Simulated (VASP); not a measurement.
Write the native input for VASP 6.6.1 that does the following.

* Task: single point
* Functional: LDA
* Potentials or basis: VASP PAW LDA potentials, release 64 (Zn, O_h)
* Cutoff: 910 eV
* k mesh: 9 × 9 × 6
* Occupations: gaussian, width 0.02 eV
* Spin: no spin polarisation
* Dipole correction: no
* Second run: hard_potentials
* Further INCAR settings: ALGO = Normal; EDIFF = 1e-06; NBANDS = 26

The structure of ZnO (lda) lies in POSCAR:

```
ZnO
1.0
    3.1873714379      0.0000000000      0.0000000000
   -1.5936857189      2.7603446365      0.0000000000
    0.0000000000      0.0000000000      5.1527903668
Zn O
2 2
Direct
    0.3333333333      0.6666666667      0.0022836167
    0.6666666667      0.3333333333      0.5022836167
    0.3333333333      0.6666666667      0.3807163833
    0.6666666667      0.3333333333      0.8807163833
```

These files were run (other wordings do the same):

INCAR

```
PREC = Accurate ; ENCUT = 910
EDIFF = 1E-6 ; ISMEAR = 0
SIGMA = 0.02 ; LREAL = False
LASPH = True ; NELM = 120
ALGO = Normal ; ISIF = 2
LWAVE = False ; LCHARG = False
NBANDS = 26 ; GGA_COMPAT = False
```

KPOINTS

```
Automatic mesh
0
Gamma
  9 9 6
```

Potentials or basis: VASP PAW LDA potentials, release 64 (Zn, O_h).

Launch:

```console
$ cat potpaw_LDA.64/Zn/POTCAR potpaw_LDA.64/O_h/POTCAR > POTCAR
$ mpirun -np 1 vasp_std > vasp.out
```

It gave:

```
Pressure               : 1.0 GPa
Band gap on the k mesh : 0.81 eV, direct
```

Caveat: the cutoff is under 1.25 times the usual one of these potentials, so pressure, stress and relaxed cells hold a basis-set (Pulay) error.

It took 44 s on 1 thread of Intel(R) Xeon(R) 6975P-C (Granite Rapids), with other jobs on the host, peak memory 0.26 GiB.
